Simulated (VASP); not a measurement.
# GaP (d.b) (F-43m) in VASP: a series of runs

GaP (d.b) is run at these levels: PBE+D3(BJ); tasks: single point.

Program: VASP 6.6.1. These are calculated values, not measurements. Logs are shortened: lines on timing, memory, paths and dates and some standing lists are left out, and cuts for length are marked.

## (1) The cell of the first run

It takes space group F-43m (No. 216, cubic). Conventional cell: a = 5.446 Å, b = 5.446 Å, c = 5.446 Å, α = 90.00°, β = 90.00°, γ = 90.00°. Within 3.1 Å of Ga (site symmetry -43m) lie 4 P at 2.36 Å. Within 3.1 Å of P (site symmetry -43m) lie 4 Ga at 2.36 Å.

## (2) Single point, PBE+D3(BJ)

The input, INCAR:

```
SYSTEM = GaP
  PREC = Accurate
  ENCUT = 500
  EDIFF = 1E-6
  ISMEAR = 0
  SIGMA = 0.02
  LREAL = .False.
  LASPH = .True.
  NELM = 120
  ALGO = Normal
  ISIF = 2
  LWAVE = .False.
  LCHARG = .True.
  GGA = PE
  IVDW = 12
  LELF = .True.
  LVHAR = .True.
  NBANDS = 16
  GGA_COMPAT = .False.
```

The input, KPOINTS:

```
Automatic mesh
0
Gamma
  8 8 8
  0 0 0
```

The input, POSCAR:

```
GaP
1.0
    0.0000000000      2.7231706639      2.7231706639
    2.7231706639      0.0000000000      2.7231706639
    2.7231706639      2.7231706639      0.0000000000
Ga P
1 1
Direct
    0.0000000000      0.0000000000      0.0000000000
    0.2500000000      0.2500000000      0.2500000000
```

Potentials or basis: VASP PAW PBE potentials, release 64 (Ga_d, P).

Launch:

```sh
cat potpaw_PBE.64/Ga_d/POTCAR potpaw_PBE.64/P/POTCAR > POTCAR
mpirun -np 1 vasp_std > vasp.out
```

OUTCAR:

```text
SYSTEM = GaP
   PREC = Accurate
   ENCUT = 500
   EDIFF = 1E-6
   ISMEAR = 0
   LREAL = .False.
   LASPH = .True.
   NELM = 120
   ISIF = 2
   GGA = PE
   IVDW = 12
 IVDW          = 12

 ion  position               nearest neighbor table
   1  0.000  0.000  0.000-   2 2.36   2 2.36   2 2.36   2 2.36
   2  0.250  0.250  0.250-   1 2.36   1 2.36   1 2.36   1 2.36

  LATTYP: Found a face centered cubic cell.
 ALAT       =     5.4463413278

  Lattice vectors:

 A1 = (   0.0000000000,   2.7231706639,   2.7231706639)
 A2 = (   2.7231706639,   0.0000000000,   2.7231706639)
 A3 = (   2.7231706639,   2.7231706639,   0.0000000000)

Analysis of symmetry for initial positions (statically):
=====================================================================
 Subroutine PRICEL returns:
 Original cell was already a primitive cell.

 Routine SETGRP: Setting up the symmetry group for a
 face centered cubic supercell.

 Subroutine GETGRP returns: Found 24 space group operations
 (whereof 24 operations were pure point group operations)
 out of a pool of 48 trial point group operations.

The static configuration has the point symmetry T_d .

Analysis of symmetry for dynamics (positions and initial velocities):
=====================================================================
 Subroutine PRICEL returns:
 Original cell was already a primitive cell.

 Routine SETGRP: Setting up the symmetry group for a
 face centered cubic supercell.

 Subroutine GETGRP returns: Found 24 space group operations
 (whereof 24 operations were pure point group operations)
 out of a pool of 48 trial point group operations.

The dynamic configuration has the point symmetry T_d .

 Subroutine INISYM returns: Found 24 space group operations
 (whereof 24 operations are pure point group operations),
 and found     1 'primitive' translations

----------------------------------------------------------------------------------------

                                     Primitive cell

  volume of cell :      40.3882

  direct lattice vectors                    reciprocal lattice vectors
     0.000000000  2.723170664  2.723170664    -0.183609499  0.183609499  0.183609499
     2.723170664  0.000000000  2.723170664     0.183609499 -0.183609499  0.183609499
     2.723170664  2.723170664  0.000000000     0.183609499  0.183609499 -0.183609499

  length of vectors
     3.851144886  3.851144886  3.851144886     0.318020980  0.318020980  0.318020980

  position of ions in fractional coordinates (direct lattice)
     0.000000000  0.000000000  0.000000000
     0.250000000  0.250000000  0.250000000

  ion indices of the primitive-cell ions
   primitive index   ion index
                 1           1
                 2           2

----------------------------------------------------------------------------------------

 KPOINTS: Automatic mesh

Automatic generation of k-mesh.
 Grid dimensions read from file:
 generate k-points for:    8    8    8

 Generating k-lattice:

  Cartesian coordinates                     Fractional coordinates (reciprocal lattice)
    -0.022951187  0.022951187  0.022951187     0.125000000  0.000000000  0.000000000
     0.022951187 -0.022951187  0.022951187     0.000000000  0.125000000  0.000000000
     0.022951187  0.022951187 -0.022951187     0.000000000  0.000000000  0.125000000

  Length of vectors
     0.039752623  0.039752623  0.039752623

  Shift w.r.t. Gamma in fractional coordinates (k-lattice)
     0.000000000  0.000000000  0.000000000

 Subroutine IBZKPT returns following result:
 ===========================================

 Found     29 irreducible k-points:

 Following reciprocal coordinates:
            Coordinates               Weight
  0.000000  0.000000  0.000000      1.000000
  0.125000  0.000000  0.000000      8.000000
  0.250000  0.000000  0.000000      8.000000
  0.375000  0.000000  0.000000      8.000000
  0.500000  0.000000  0.000000      4.000000
  0.125000  0.125000  0.000000      6.000000
[... 16 lines left out ...]
  0.500000  0.250000  0.125000     48.000000
 -0.375000  0.250000  0.125000     24.000000
 [... further k-points ...]
   k-points           NKPTS =     29   k-points in BZ     NKDIM =     29   number of bands    NBANDS=     16
   number of dos      NEDOS =    301   number of ions     NIONS =      2
   total plane-waves  NPLWV =  21952
   dimension x,y,z NGX =    28 NGY =   28 NGZ =   28
   dimension x,y,z NGXF=    56 NGYF=   56 NGZF=   56
   ions per type =               1   1
   NGX,Y,Z   is equivalent  to a cutoff of  12.09, 12.09, 12.09 a.u.
   NGXF,Y,Z  is equivalent  to a cutoff of  24.17, 24.17, 24.17 a.u.
 SYSTEM =  GaP
   PREC   = accura    normal or accurate (medium, high low for compatibility)
   ISTART =      0    job   : 0-new  1-cont  2-samecut
   ICHARG =      2    charge: 1-file 2-atom 10-const
   ISPIN  =      1    spin polarized calculation?
   LNONCOLLINEAR =      F non collinear calculations
   LSORBIT =      F    spin-orbit coupling
   LASPH  =      T    aspherical Exc in radial PAW
   ENCUT  =  500.0 eV  36.75 Ry    6.06 a.u.   7.02  7.02  7.02*2*pi/ulx,y,z
   NELM   =    120;   NELMIN=  2; NELMDL= -5     # of ELM steps
   EDIFF  = 0.1E-05   stopping-criterion for ELM
   LREAL  =      F    real-space projection
   EDIFFG = 0.1E-04   stopping-criterion for IOM
   NSW    =      0    number of steps for IOM
   IBRION =     -1    ionic relax: 0-MD 1-quasi-New 2-CG
   NFREE  =      0    steps in history (QN), initial steepest desc. (CG)
   ISIF   =      2    stress and relaxation
   ISYM   =      2    0-nonsym 1-usesym 2-fastsym
   POTIM  = 0.5000    time-step for ionic-motion
   TEBEG  =    0.0;   TEEND  =   0.0 temperature during run
   PSTRESS=    0.0 pullay stress
   NELECT =      18.0000    total number of electrons
   NUPDOWN=      -1.0000    fix difference up-down
   EMIN   =  10.00;   EMAX   =-10.00  energy-range for DOS
   EFERMI =   0.00;   METHOD = LEGACY
   ISMEAR =     0;   SIGMA  =   0.02  broadening in eV -4-tet -1-fermi 0-gaus
   EFERMI_NEDOS =   21; number of points for ismear=-14 and -15
   IALGO  =     38    algorithm
   IMIX   =      4    mixing-type and parameters
     AMIX     =   0.40;   BMIX     =  1.00
     AMIX_MAG =   1.60;   BMIX_MAG =  1.00
  volume/ion in A,a.u.               =      20.19       136.28
  Fermi-wavevector in a.u.,A,eV,Ry     =   1.250492  2.363087 21.275831  1.563729
  Thomas-Fermi vector in A             =   2.384483
   LORBIT       =      0    0 simple, 1 ext, 2 COOP (PROOUT), +10 PAW based schemes
   GGA     = PE    functional components
   LHFCALC =     F    Hartree Fock is set to
   AEXX    =    0.0000 exact exchange contribution
   IVDW    =    12    specifies the selected vdW correction
   LEPSILON=     F    determine dielectric tensor
   LRPA    =     F    only Hartree local field effects (RPA)
 non-spin polarized calculation
 Gauss-broadening in eV      SIGMA  =   0.02
  energy-cutoff  :      500.00
  volume of cell :       40.39
 maximum number of plane-waves:      1036
   NGX = 13   NGY = 13   NGZ = 13

 number of electron      18.0000016 magnetization

 Free energy of the ion-electron system (eV)
  ---------------------------------------------------
  ext. energy  EPLUGINS =         0.00000000
  ---------------------------------------------------
  free energy    TOTEN  =        -9.11451700 eV

  energy without entropy =       -9.11451700  energy(sigma->0) =       -9.11451700

 E-fermi :   4.8054     XC(G=0):  -9.8435

 val. band max:        4.6757240039   @ k =   0.0000   0.0000   0.0000
 cond. band min:       6.3138772284   @ k =   0.3750   0.3750   0.0000
 fundamental gap:      1.6381532245
 Fermi energy:         4.8054084208

 k-point     1 :       0.0000    0.0000    0.0000
  band No.  band energies     occupation
      1      -9.8791      2.00000
      2      -9.8791      2.00000
      3      -9.8791      2.00000
      4      -9.7787      2.00000
      5      -9.7787      2.00000
      6      -7.8333      2.00000
[... 8 lines left out ...]
     15      14.4664      0.00000
     16      14.4664      0.00000

 k-point     2 :       0.1250    0.0000    0.0000
  band No.  band energies     occupation
      1      -9.8929      2.00000
      2      -9.8743      2.00000
      3      -9.8743      2.00000
      4      -9.7787      2.00000
      5      -9.7787      2.00000
      6      -7.6303      2.00000
[... 8 lines left out ...]
     15      13.8425      0.00000
     16      14.3888      0.00000

 k-point     3 :       0.2500    0.0000    0.0000
  band No.  band energies     occupation
      1      -9.9234      2.00000
      2      -9.8642      2.00000
      3      -9.8642      2.00000
      4      -9.7774      2.00000
      5      -9.7774      2.00000
      6      -7.0550      2.00000
[... 8 lines left out ...]
     15      13.6600      0.00000
     16      14.6109      0.00000

 k-point     4 :       0.3750    0.0000    0.0000
  band No.  band energies     occupation
      1      -9.9508      2.00000
      2      -9.8565      2.00000
      3      -9.8565      2.00000
      4      -9.7736      2.00000
      5      -9.7736      2.00000
      6      -6.2522      2.00000
[... 8 lines left out ...]
     15      14.8603      0.00000
     16      14.8603      0.00000

 k-point     5 :       0.5000    0.0000    0.0000
  band No.  band energies     occupation
      1      -9.9614      2.00000
      2      -9.8541      2.00000
      3      -9.8541      2.00000
      4      -9.7712      2.00000
      5      -9.7712      2.00000
      6      -5.7597      2.00000
[... 8 lines left out ...]
     15      16.3704      0.00000
     16      16.3704      0.00000

 k-point     6 :       0.1250    0.1250    0.0000
  band No.  band energies     occupation
      1      -9.9018      2.00000
      2      -9.8699      2.00000
      3      -9.8698      2.00000
      4      -9.7828      2.00000
      5      -9.7755      2.00000
      6      -7.5629      2.00000
[... 8 lines left out ...]
     15      14.7110      0.00000
     16      14.7567      0.00000

 k-point     7 :       0.2500    0.1250    0.0000
  band No.  band energies     occupation
      1      -9.9258      2.00000
      2      -9.8613      2.00000
      3      -9.8592      2.00000
      4      -9.7859      2.00000
      5      -9.7724      2.00000
      6      -7.1106      2.00000
[... 8 lines left out ...]
     15      14.7068      0.00000
     16      15.8252      0.00000

 k-point     8 :       0.3750    0.1250    0.0000
  band No.  band energies     occupation
      1      -9.9497      2.00000
      2      -9.8546      2.00000
      3      -9.8504      2.00000
      4      -9.7841      2.00000
      5      -9.7696      2.00000
      6      -6.3656      2.00000
[... 8 lines left out ...]
     15      15.5329      0.00000
     16      15.5694      0.00000

 k-point     9 :       0.5000    0.1250    0.0000
  band No.  band energies     occupation
      1      -9.9627      2.00000
      2      -9.8517      2.00000
      3      -9.8475      2.00000
      4      -9.7781      2.00000
      5      -9.7699      2.00000
      6      -5.6808      2.00000
[... 8 lines left out ...]
     15      16.3731      0.00000
     16      16.6482      0.00000
[... 172 lines left out ...]
 k-point    19 :       0.5000    0.3750    0.0000
  band No.  band energies     occupation
      1      -9.9896      2.00000
      2      -9.8230      2.00000
      3      -9.8183      2.00000
      4      -9.8075      2.00000
      5      -9.7600      2.00000
      6      -5.0747      2.00000
[... 8 lines left out ...]
     15      16.7006      0.00000
     16      17.9209      0.00000

 k-point    20 :      -0.3750    0.3750    0.0000
  band No.  band energies     occupation
      1      -9.9816      2.00000
      2      -9.8329      2.00000
      3      -9.8224      2.00000
      4      -9.7980      2.00000
      5      -9.7663      2.00000
      6      -4.8928      2.00000
[... 8 lines left out ...]
     15      15.0927      0.00000
     16      19.3976      0.00000

 k-point    21 :       0.5000    0.5000    0.0000
  band No.  band energies     occupation
      1      -9.9976      2.00000
      2      -9.8147      2.00000
      3      -9.8133      2.00000
      4      -9.8133      2.00000
      5      -9.7567      2.00000
      6      -4.8574      2.00000
[... 8 lines left out ...]
     15      17.0791      0.00000
     16      17.6847      0.00000

 k-point    22 :       0.3750    0.2500    0.1250
  band No.  band energies     occupation
      1      -9.9467      2.00000
      2      -9.8522      2.00000
      3      -9.8482      2.00000
      4      -9.7895      2.00000
      5      -9.7695      2.00000
      6      -6.5657      2.00000
[... 8 lines left out ...]
     15      15.8067      0.00000
     16      17.1140      0.00000

 k-point    23 :       0.5000    0.2500    0.1250
  band No.  band energies     occupation
      1      -9.9623      2.00000
      2      -9.8485      2.00000
      3      -9.8390      2.00000
      4      -9.7874      2.00000
      5      -9.7696      2.00000
      6      -5.8095      2.00000
[... 8 lines left out ...]
     15      16.2325      0.00000
     16      17.5207      0.00000

 k-point    24 :      -0.3750    0.2500    0.1250
  band No.  band energies     occupation
      1      -9.9680      2.00000
      2      -9.8479      2.00000
      3      -9.8358      2.00000
      4      -9.7838      2.00000
      5      -9.7713      2.00000
      6      -5.3526      2.00000
[... 8 lines left out ...]
     15      16.6890      0.00000
     16      17.1989      0.00000

 [... further k-points ...]

------------------------ aborting loop because EDIFF is reached ----------------------------------------

 Edisp (eV)   -0.63457

 E8    (eV) :    -0.2691

  FORCE on cell =-STRESS in cart. coord.  units (eV):
  Direction    XX          YY          ZZ          XY          YZ          ZX
  --------------------------------------------------------------------------------------
  -------------------------------------------------------------------------------------
  Total      -0.02882    -0.02882    -0.02882     0.00000     0.00000    -0.00000
  in kB      -1.14339    -1.14339    -1.14339     0.00000     0.00000    -0.00000
  external pressure =       -1.14 kB  Pullay stress =        0.00 kB

 VOLUME and BASIS-vectors are now :
 -----------------------------------------------------------------------------
  energy-cutoff  :      500.00
  volume of cell :       40.39
      direct lattice vectors                 reciprocal lattice vectors
     0.000000000  2.723170664  2.723170664    -0.183609499  0.183609499  0.183609499
     2.723170664  0.000000000  2.723170664     0.183609499 -0.183609499  0.183609499
     2.723170664  2.723170664  0.000000000     0.183609499  0.183609499 -0.183609499

 POSITION                                       TOTAL-FORCE (eV/Angst)
 -----------------------------------------------------------------------------------
      0.00000      0.00000      0.00000        -0.000000      0.000000     -0.000000
      1.36159      1.36159      1.36159         0.000000     -0.000000      0.000000
 -----------------------------------------------------------------------------------
    total drift:                                0.000001      0.000001      0.000001

  FREE ENERGIE OF THE ION-ELECTRON SYSTEM (eV)
  ---------------------------------------------------
  free  energy   TOTEN  =        -9.7490836902 eV

  energy  without entropy=       -9.7490836902  energy(sigma->0) =       -9.74908369
```

Wall time 13 s (1 thread of Intel Xeon Platinum 8488C (Sapphire Rapids), shared host); peak memory 0.16 GiB.

What came out:

```
Free energy                : -9.7491 eV
Pressure                   : -0.1 GPa
Band gap on the k mesh     : 1.64 eV, indirect (least direct gap 1.85 eV)
Dispersion energy per atom : -0.317 eV
```

## (3) Single point, PBE+D3(BJ)

The input, INCAR:

```
  PREC = Accurate
  ENCUT = 500
  EDIFF = 1E-6
  ISMEAR = 0
  SIGMA = 0.02
  LREAL = False
  LASPH = True
  NELM = 120
  ALGO = Normal
  ISIF = 2
  LWAVE = False
  LCHARG = False
  GGA = PE
  IVDW = 12
  NBANDS = 16
  GGA_COMPAT = False
```

The input, KPOINTS:

```
regular mesh
0
Gamma
  10 10 10
```

POSCAR is that of step 2.

Potentials or basis: VASP PAW PBE potentials, release 64 (Ga_d, P).

Launch:

```sh
cat potpaw_PBE.64/Ga_d/POTCAR potpaw_PBE.64/P/POTCAR > POTCAR
mpirun -np 1 vasp_std > vasp.out
```

OUTCAR:

```text
PREC = Accurate
   ENCUT = 500
   EDIFF = 1E-6
   ISMEAR = 0
   LREAL = False
   LASPH = True
   NELM = 120
   ISIF = 2
   GGA = PE
   IVDW = 12
 IVDW          = 12

 ion  position               nearest neighbor table
   1  0.000  0.000  0.000-   2 2.36   2 2.36   2 2.36   2 2.36
   2  0.250  0.250  0.250-   1 2.36   1 2.36   1 2.36   1 2.36

  LATTYP: Found a face centered cubic cell.
 ALAT       =     5.4463413278

  Lattice vectors:

 A1 = (   0.0000000000,   2.7231706639,   2.7231706639)
 A2 = (   2.7231706639,   0.0000000000,   2.7231706639)
 A3 = (   2.7231706639,   2.7231706639,   0.0000000000)

Analysis of symmetry for initial positions (statically):
=====================================================================
 Subroutine PRICEL returns:
 Original cell was already a primitive cell.

 Routine SETGRP: Setting up the symmetry group for a
 face centered cubic supercell.

 Subroutine GETGRP returns: Found 24 space group operations
 (whereof 24 operations were pure point group operations)
 out of a pool of 48 trial point group operations.

The static configuration has the point symmetry T_d .

Analysis of symmetry for dynamics (positions and initial velocities):
[... 161 lines left out ...]
 val. band max:        4.6744762488   @ k =   0.0000   0.0000   0.0000
 cond. band min:       6.2754114675   @ k =   0.4000   0.4000   0.0000
 fundamental gap:      1.6009352187
 Fermi energy:         4.7641108148

 k-point     1 :       0.0000    0.0000    0.0000
  band No.  band energies     occupation
      1      -9.8788      2.00000
      2      -9.8788      2.00000
      3      -9.8788      2.00000
      4      -9.7784      2.00000
      5      -9.7784      2.00000
      6      -7.8343      2.00000
[... 433 lines left out ...]
      3      -9.8286      2.00000
      4      -9.8032      2.00000
      5      -9.7619      2.00000
      6      -5.8498      2.00000
[... 8 lines left out ...]
     15      16.4615      0.00000
     16      18.4678      0.00000

 [... further k-points ...]

------------------------ aborting loop because EDIFF is reached ----------------------------------------

 Edisp (eV)   -0.63457

 E8    (eV) :    -0.2691

  FORCE on cell =-STRESS in cart. coord.  units (eV):
  Direction    XX          YY          ZZ          XY          YZ          ZX
  --------------------------------------------------------------------------------------
  -------------------------------------------------------------------------------------
  Total      -0.02859    -0.02859    -0.02859     0.00000    -0.00000     0.00000
  in kB      -1.13401    -1.13401    -1.13401     0.00000    -0.00000     0.00000
  external pressure =       -1.13 kB  Pullay stress =        0.00 kB

 VOLUME and BASIS-vectors are now :
 -----------------------------------------------------------------------------
  energy-cutoff  :      500.00
  volume of cell :       40.39
      direct lattice vectors                 reciprocal lattice vectors
     0.000000000  2.723170664  2.723170664    -0.183609499  0.183609499  0.183609499
     2.723170664  0.000000000  2.723170664     0.183609499 -0.183609499  0.183609499
     2.723170664  2.723170664  0.000000000     0.183609499  0.183609499 -0.183609499

 POSITION                                       TOTAL-FORCE (eV/Angst)
 -----------------------------------------------------------------------------------
      0.00000      0.00000      0.00000         0.000000      0.000000      0.000000
      1.36159      1.36159      1.36159        -0.000000     -0.000000     -0.000000
 -----------------------------------------------------------------------------------
    total drift:                                0.000001      0.000001      0.000001

  FREE ENERGIE OF THE ION-ELECTRON SYSTEM (eV)
  ---------------------------------------------------
  free  energy   TOTEN  =        -9.7510779135 eV

  energy  without entropy=       -9.7510779135  energy(sigma->0) =       -9.75107791
```

It took 18 s on 1 thread of Intel Xeon Platinum 8488C (Sapphire Rapids), shared host; peak memory 0.17 GiB.

Results:

```yaml
Free_energy: -9.7511 eV
Pressure: -0.1 GPa
Band_gap_on_the_k_mesh: 1.60 eV, indirect (least direct gap 1.85 eV)
Dispersion_energy_per_atom: -0.317 eV
```
